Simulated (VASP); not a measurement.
# BP (e600) (I-4m2) in VASP: notebook

BP (e600) is run at these levels: PBEsol; tasks: single point.

Everything below comes from runs of VASP 6.6.1. Logs are shortened: lines on timing, memory, paths and dates and some standing lists are left out, and cuts for length are marked.

## 1. The cell of the first run

It takes space group I-4m2 (No. 119, tetragonal). Conventional cell: a = 3.228 Å, b = 3.228 Å, c = 4.493 Å, α = 90.00°, β = 90.00°, γ = 90.00°. B (site symmetry -4m2) has 4 P at 1.97 Å within 2.6 Å. Within 2.6 Å of P (site symmetry -4m2) lie 4 B at 1.97 Å.

## 2. Single point, PBEsol (strained cell)

File INCAR:

```
ALGO = Normal
EDIFF = 1E-6
ENCUT = 500
GGA = PS
GGA_COMPAT = False
ISIF = 2
ISMEAR = 0
LASPH = True
LCHARG = False
LREAL = False
LWAVE = False
NBANDS = 11
NELM = 120
PREC = Accurate
SIGMA = 0.02
```

File KPOINTS:

```
k-points
0
Gamma
  8 8 8
```

File POSCAR:

```
BP
1.0
    0.0000000000      2.2827359537      2.2465738000
    2.2827359537      0.0000000000      2.2465738000
    2.2827359537      2.2827359537      0.0000000000
B P
1 1
Direct
    0.0000000000      0.0000000000      0.0000000000
    0.2500000000      0.2500000000      0.2500000000
```

Potentials or basis: VASP PAW PBE potentials, release 64 (B, P).

On the command line:

```sh
$ cat potpaw_PBE.64/B/POTCAR potpaw_PBE.64/P/POTCAR > POTCAR
$ mpirun -np 1 vasp_std > vasp.out
```

OUTCAR:

```text
EDIFF = 1E-6
   ENCUT = 500
   GGA = PS
   ISIF = 2
   ISMEAR = 0
   LASPH = True
   LREAL = False
   NELM = 120
   PREC = Accurate

 ion  position               nearest neighbor table
   1  0.000  0.000  0.000-   2 1.97   2 1.97   2 1.97   2 1.97
   2  0.250  0.250  0.250-   1 1.97   1 1.97   1 1.97   1 1.97

  LATTYP: Found a body centered tetragonal cell.
 ALAT       =     3.2282761450
 C/A-ratio  =     1.3918101792

  Lattice vectors:

 A1 = (   0.0000000000,  -2.2827359537,  -2.2465738000)
 A2 = (   0.0000000000,   2.2827359537,  -2.2465738000)
 A3 = (   2.2827359537,   0.0000000000,   2.2465738000)

Analysis of symmetry for initial positions (statically):
=====================================================================
 Subroutine PRICEL returns:
 Original cell was already a primitive cell.

 Routine SETGRP: Setting up the symmetry group for a
 body centered tetragonal supercell.

 Subroutine GETGRP returns: Found  8 space group operations
 (whereof  8 operations were pure point group operations)
 out of a pool of 16 trial point group operations.

The static configuration has the point symmetry D_2d.

Analysis of symmetry for dynamics (positions and initial velocities):
=====================================================================
 Subroutine PRICEL returns:
 Original cell was already a primitive cell.

 Routine SETGRP: Setting up the symmetry group for a
 body centered tetragonal supercell.

 Subroutine GETGRP returns: Found  8 space group operations
 (whereof  8 operations were pure point group operations)
 out of a pool of 16 trial point group operations.

The dynamic configuration has the point symmetry D_2d.

 Subroutine INISYM returns: Found  8 space group operations
 (whereof  8 operations are pure point group operations),
 and found     1 'primitive' translations

----------------------------------------------------------------------------------------

                                     Primitive cell

  volume of cell :      23.4133

  direct lattice vectors                    reciprocal lattice vectors
     0.000000000  2.282735954  2.246573800    -0.219035408  0.219035408  0.222561128
     2.282735954  0.000000000  2.246573800     0.219035408 -0.219035408  0.222561128
     2.282735954  2.282735954  0.000000000     0.219035408  0.219035408 -0.222561128

  length of vectors
     3.202807717  3.202807717  3.228276145     0.381426894  0.381426894  0.381426894

  position of ions in fractional coordinates (direct lattice)
[... 82 lines left out ...]
   NSW    =      0    number of steps for IOM
   IBRION =     -1    ionic relax: 0-MD 1-quasi-New 2-CG
   NFREE  =      0    steps in history (QN), initial steepest desc. (CG)
   ISIF   =      2    stress and relaxation
   ISYM   =      2    0-nonsym 1-usesym 2-fastsym
   POTIM  = 0.5000    time-step for ionic-motion
   TEBEG  =    0.0;   TEEND  =   0.0 temperature during run
   PSTRESS=    0.0 pullay stress
   NELECT =       8.0000    total number of electrons
   NUPDOWN=      -1.0000    fix difference up-down
   EMIN   =  10.00;   EMAX   =-10.00  energy-range for DOS
   EFERMI =   0.00;   METHOD = LEGACY
   ISMEAR =     0;   SIGMA  =   0.02  broadening in eV -4-tet -1-fermi 0-gaus
   EFERMI_NEDOS =   21; number of points for ismear=-14 and -15
   IALGO  =     38    algorithm
   IMIX   =      4    mixing-type and parameters
     AMIX     =   0.40;   BMIX     =  1.00
     AMIX_MAG =   1.60;   BMIX_MAG =  1.00
  volume/ion in A,a.u.               =      11.71        79.00
  Fermi-wavevector in a.u.,A,eV,Ry     =   1.144504  2.162800 17.822141  1.309890
  Thomas-Fermi vector in A             =   2.281196
   LORBIT       =      0    0 simple, 1 ext, 2 COOP (PROOUT), +10 PAW based schemes
   GGA     = PS    functional components
   LHFCALC =     F    Hartree Fock is set to
   AEXX    =    0.0000 exact exchange contribution
   IVDW    =     0    specifies the selected vdW correction
   LEPSILON=     F    determine dielectric tensor
   LRPA    =     F    only Hartree local field effects (RPA)
 non-spin polarized calculation
 Gauss-broadening in eV      SIGMA  =   0.02
  energy-cutoff  :      500.00
  volume of cell :       23.41
 maximum number of plane-waves:       604
   NGX = 11   NGY = 11   NGZ = 11

 number of electron       8.0000000 magnetization

 Free energy of the ion-electron system (eV)
  ---------------------------------------------------
  ext. energy  EPLUGINS =         0.00000000
  ---------------------------------------------------
  free energy    TOTEN  =       -13.66607973 eV

  energy without entropy =      -13.66607973  energy(sigma->0) =      -13.66607973

 E-fermi :   7.6036     XC(G=0): -11.0367

 val. band max:        7.4838658747   @ k =   0.0000   0.0000   0.0000
 cond. band min:       8.4100566879   @ k =   0.3750   0.3750   0.0000
 fundamental gap:      0.9261908132
 Fermi energy:         7.6036080630

 k-point     1 :       0.0000    0.0000    0.0000
  band No.  band energies     occupation
      1      -8.0979      2.00000
      2       7.3307      2.00000
      3       7.3307      2.00000
      4       7.4839      2.00000
      5      10.6767      0.00000
      6      10.7660      0.00000
      7      10.7660      0.00000
      8      14.6884      0.00000
      9      18.6096      0.00000
     10      19.2850      0.00000
     11      19.6998      0.00000
[... 309 lines left out ...]
 k-point    24 :       0.3750    0.0000    0.1250
  band No.  band energies     occupation
      1      -5.9476      2.00000
      2       0.7906      2.00000
      3       4.9847      2.00000
      4       5.1357      2.00000
      5      10.8626      0.00000
      6      12.9063      0.00000
      7      13.5778      0.00000
      8      15.2309      0.00000
      9      19.6497      0.00000
     10      20.9962      0.00000
     11      21.6617      0.00000

 [... further k-points ...]
[... 5 lines left out ...]
  --------------------------------------------------------------------------------------
  -------------------------------------------------------------------------------------
  Total       -0.5182775     -0.5182775      0.0793514      0.0000000      0.0000000      0.0000000
  in kB      -35.4658934    -35.4658934      5.4300388      0.0000000      0.0000000      0.0000000
  external PRESSURE =     -21.8339160 kB  Pullay stress =       0.0000000 kB

 VOLUME and BASIS-vectors are now :
 -----------------------------------------------------------------------------
  energy-cutoff  :      500.00
  volume of cell :       23.41
      direct lattice vectors                 reciprocal lattice vectors
     0.000000000  2.282735954  2.246573800    -0.219035408  0.219035408  0.222561128
     2.282735954  0.000000000  2.246573800     0.219035408 -0.219035408  0.222561128
     2.282735954  2.282735954  0.000000000     0.219035408  0.219035408 -0.222561128

 POSITION                                       TOTAL-FORCE (eV/Angst)
 -----------------------------------------------------------------------------------
      0.00000      0.00000      0.00000         0.000000      0.000000      0.000000
      1.14137      1.14137      1.12329        -0.000000     -0.000000     -0.000000
 -----------------------------------------------------------------------------------
    total drift:                                0.000000      0.000000      0.000000

  FREE ENERGIE OF THE ION-ELECTRON SYSTEM (eV)
  ---------------------------------------------------
  free  energy   TOTEN  =       -13.6660797263 eV

  energy  without entropy=      -13.6660797263  energy(sigma->0) =      -13.66607973
```

Run time: 4.4 s. Hardware: 1 thread of Intel Xeon 6975P-C (Granite Rapids), shared host; peak memory 0.14 GiB.

What came out:

| Property | Result |
| --- | --- |
| Free energy | -13.6661 eV |
| Pressure | -2.2 GPa |
| Band gap on the k mesh | 0.93 eV, indirect (least direct gap 3.19 eV) |

Stress tensor (GPa, compression positive):
```
-3.55  0.00  0.00
 0.00 -3.55  0.00
 0.00  0.00  0.54
```

Levels at points of the mesh, in eV from the valence-band top:
```csv
k point,band 1,band 2,band 3,band 4,band 5,band 6,band 7,band 8
"(0.00, 0.00, 0.00)",-15.58,-0.15,-0.15,0.00,3.19,3.28,3.28,7.20
"(0.50, 0.00, 0.00)",-12.24,-9.18,-1.97,-1.77,3.58,4.47,4.66,9.82
"(0.50, 0.50, 0.00)",-10.61,-8.59,-4.35,-4.35,1.01,1.27,11.97,11.97
"(0.50, 0.00, 0.50)",-10.77,-8.74,-4.20,-4.17,1.19,1.49,11.80,12.13
```

Caveat: the cell differs from its parent crystal (strained cell); the PAW data sets were made with another functional, which shifts forces and pressure a little. A k mesh can miss the band edges.

## 3. Single point, PBEsol (strained cell)

File INCAR:

```
ALGO = Normal ; EDIFF = 1E-6
ENCUT = 500 ; GGA = PS
GGA_COMPAT = F ; ISIF = 2
ISMEAR = 0 ; LASPH = T
LCHARG = F ; LREAL = F
LWAVE = F ; NBANDS = 11
NELM = 120 ; PREC = Accurate
SIGMA = 0.02
```

KPOINTS is that of step 2.

File POSCAR:

```
BP
1.0
    0.0000000000      2.2827359537      2.2530281525
    2.2827359537      0.0000000000      2.2530281525
    2.2827359537      2.2827359537      0.0000000000
B P
1 1
Direct
    0.0000000000      0.0000000000      0.0000000000
    0.2500000000      0.2500000000      0.2500000000
```

Potentials or basis: VASP PAW PBE potentials, release 64 (B, P).

On the command line:

```sh
$ cat potpaw_PBE.64/B/POTCAR potpaw_PBE.64/P/POTCAR > POTCAR
$ mpirun -np 1 vasp_std > vasp.out
```

It took 4.5 s on 1 thread of Intel Xeon 6975P-C (Granite Rapids), shared host; peak memory 0.13 GiB.

It converged, with:

```
Free energy            : -13.6661 eV
Pressure               : -2.6 GPa
Band gap on the k mesh : 0.97 eV, indirect (least direct gap 3.22 eV)
```

Stress tensor (GPa, compression positive):
```
-3.76  0.00  0.00
 0.00 -3.76  0.00
 0.00  0.00 -0.40
```

Levels at points of the mesh, in eV from the valence-band top:
| k point | band 1 | band 2 | band 3 | band 4 | band 5 | band 6 | band 7 | band 8 |
| --- | --- | --- | --- | --- | --- | --- | --- | --- |
| (0.00, 0.00, 0.00) | -15.54 | -0.13 | -0.13 | 0.00 | 3.22 | 3.29 | 3.29 | 7.18 |
| (0.50, 0.00, 0.00) | -12.21 | -9.14 | -1.93 | -1.76 | 3.60 | 4.50 | 4.65 | 9.83 |
| (0.50, 0.50, 0.00) | -10.60 | -8.58 | -4.30 | -4.30 | 1.05 | 1.32 | 11.96 | 11.96 |
| (0.50, 0.00, 0.50) | -10.73 | -8.70 | -4.18 | -4.15 | 1.20 | 1.50 | 11.83 | 12.09 |

Caveat: the cell differs from its parent crystal (strained cell); the PAW data sets were made with another functional, which shifts forces and pressure a little.

## 4. Single point, PBEsol (strained cell)

File INCAR:

```
SYSTEM = BP
PREC = Accurate
ENCUT = 500
EDIFF = 1E-6
ISMEAR = 0
SIGMA = 0.02
LREAL = .False.
LASPH = .True.
NELM = 120
ALGO = Normal
ISIF = 2
LWAVE = .False.
LCHARG = .False.
GGA = PS
NBANDS = 11
GGA_COMPAT = .False.
```

File KPOINTS:

```
Automatic mesh
0
Gamma
  8 8 8
  0 0 0
```

File POSCAR:

```
BP
1.0
    0.0000000000      2.2827359537      2.2495054018
    2.2827359537      0.0000000000      2.2495054018
    2.2827359537      2.2827359537      0.0000000000
B P
1 1
Direct
    0.0000000000      0.0000000000      0.0000000000
    0.2500000000      0.2500000000      0.2500000000
```

On the command line:

```sh
$ cat potpaw_PBE.64/B/POTCAR potpaw_PBE.64/P/POTCAR > POTCAR
$ mpirun -np 1 vasp_std > vasp.out
```

Run time: 4.5 s. Hardware: 1 thread of Intel Xeon 6975P-C (Granite Rapids), shared host; peak memory 0.13 GiB.

Results (log left out):

```yaml
Free_energy: -13.6662 eV
Pressure: -2.4 GPa
Band_gap_on_the_k_mesh: 0.95 eV, indirect (least direct gap 3.20 eV)
```

Stress tensor (GPa, compression positive):
```
-3.64  0.00  0.00
 0.00 -3.64  0.00
 0.00  0.00  0.11
```

Levels at points of the mesh, in eV from the valence-band top:
```tsv
k point	band 1	band 2	band 3	band 4	band 5	band 6	band 7	band 8	band 9
(0.00, 0.00, 0.00)	-15.56	-0.14	-0.14	0.00	3.20	3.29	3.29	7.19	11.13
(0.50, 0.00, 0.00)	-12.22	-9.17	-1.95	-1.76	3.59	4.48	4.66	9.83	14.28
(0.50, 0.50, 0.00)	-10.61	-8.59	-4.33	-4.33	1.03	1.29	11.96	11.96	15.10
(0.50, 0.00, 0.50)	-10.75	-8.72	-4.19	-4.16	1.19	1.49	11.81	12.11	14.91
```

Caveat: the cell differs from its parent crystal (strained cell); the PAW data sets were made with another functional, which shifts forces and pressure a little. A k mesh can miss the band edges.

## 5. Single point, PBEsol

File INCAR:

```
PREC = Accurate ; ENCUT = 500
EDIFF = 1E-6 ; ISMEAR = 0
SIGMA = 0.01 ; LREAL = F
LASPH = T ; NELM = 120
ALGO = Normal ; ISIF = 2
LWAVE = F ; LCHARG = F
GGA = PS ; NBANDS = 11
GGA_COMPAT = F
```

File KPOINTS:

```
Automatic mesh
0
Gamma
  8 8 8
```

POSCAR is that of step 4.

On the command line:

```sh
$ cat potpaw_PBE.64/B/POTCAR potpaw_PBE.64/P/POTCAR > POTCAR
$ mpirun -np 1 vasp_std > vasp.out
```

It took 4.5 s on 1 thread of Intel Xeon 6975P-C (Granite Rapids), shared host; peak memory 0.14 GiB.

It converged, with:

| Property | Result |
| --- | --- |
| Free energy | -13.6662 eV |
| Pressure | -2.4 GPa |
| Band gap on the k mesh | 0.95 eV, indirect (least direct gap 3.20 eV) |

Stress tensor (GPa, compression positive):
```
-3.64  0.00  0.00
 0.00 -3.64  0.00
 0.00  0.00  0.11
```

Levels at points of the mesh, in eV from the valence-band top:
| k point | band 1 | band 2 | band 3 | band 4 | band 5 | band 6 | band 7 | band 8 |
| --- | --- | --- | --- | --- | --- | --- | --- | --- |
| (0.00, 0.00, 0.00) | -15.56 | -0.14 | -0.14 | 0.00 | 3.20 | 3.29 | 3.29 | 7.19 |
| (0.50, 0.00, 0.00) | -12.22 | -9.17 | -1.95 | -1.76 | 3.59 | 4.48 | 4.66 | 9.83 |
| (0.50, 0.50, 0.00) | -10.61 | -8.59 | -4.33 | -4.33 | 1.03 | 1.29 | 11.96 | 11.96 |
| (0.50, 0.00, 0.50) | -10.75 | -8.72 | -4.19 | -4.16 | 1.19 | 1.49 | 11.81 | 12.11 |

Caveat: the PAW data sets were made with another functional, which shifts forces and pressure a little.

## 6. Overview

| cell | smearing | gap on the mesh (eV) | pressure (GPa) |
| --- | --- | --- | --- |
| a = 3.203, b = 3.203, c = 3.228 Å, angles 59.7, 59.7, 60.5°, 2 atoms | gaussian 0.02 eV | 0.93 | -2.2 |
| a = 3.207, b = 3.207, c = 3.228 Å, angles 59.8, 59.8, 60.4°, 2 atoms | gaussian 0.02 eV | 0.97 | -2.6 |
| a = 3.205, b = 3.205, c = 3.228 Å, angles 59.8, 59.8, 60.5°, 2 atoms | gaussian 0.02 eV | 0.95 | -2.4 |
| a = 3.205, b = 3.205, c = 3.228 Å, angles 59.8, 59.8, 60.5°, 2 atoms | gaussian 0.01 eV | 0.95 | -2.4 |

Alike in all rows: task single point; level PBEsol; potentials or basis VASP PAW PBE potentials, release 64 (B, P); no spin polarisation; k mesh 8 × 8 × 8; cutoff (eV) 500.

Caveats: the PAW data sets were made with another functional, which shifts forces and pressure a little.

Total energies depend on the potentials used, so only differences within one code and one set of settings carry meaning.
